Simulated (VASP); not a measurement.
A run of VASP 6.6.1 is set up as follows.

INCAR

```
SYSTEM = SiO2
PREC = Accurate ; ENCUT = 520
EDIFF = 1E-6 ; ISMEAR = 0
SIGMA = 0.05 ; LREAL = .False.
LASPH = .True. ; NELM = 80
ALGO = Normal ; ISIF = 2
LWAVE = .False. ; LCHARG = .False.
GGA = CA ; NBANDS = 34
```

File KPOINTS:

```
regular mesh
0
Gamma
  6 6 4
  0 0 0
```

POSCAR

```
SiO2
1.0
    5.1142788662      0.0000000000      0.0000000000
   -2.5571394331      4.4290954201      0.0000000000
    0.0000000000      0.0000000000      5.5248549937
Si O
3 6
Direct
    0.0000000000      0.5000000000      0.3333333333
    0.5000000000      0.5000000000      0.6666666667
    0.5000000000      0.0000000000      0.0000000000
    0.5843949021      0.7921974511      0.8333333333
    0.7921974511      0.5843949021      0.5000000000
    0.7921974511      0.2078025489      0.1666666667
    0.4156050979      0.2078025489      0.8333333333
    0.2078025489      0.4156050979      0.5000000000
    0.2078025489      0.7921974511      0.1666666667
```

Potentials or basis: VASP PAW LDA potentials, release 64 (Si, O).

Command:

```sh
$ cat potpaw_LDA.64/Si/POTCAR potpaw_LDA.64/O/POTCAR > POTCAR
$ mpirun -np 1 vasp_std > vasp.out
```

Question: Estimate the band gap on the k mesh.

Answer: 5.34 eV (least direct gap 5.56 eV).

Question: Predict the largest force.

Answer: 0.238 eV/Å.

Stress tensor (GPa, compression positive):
```
-5.12  0.00  0.00
 0.00 -5.12  0.00
 0.00  0.00 -4.03
```

Caveat: the cell differs from its parent crystal (strain +0.015 along x and y, +0.000 along z); the cell stands under tension. A k mesh can miss the band edges.
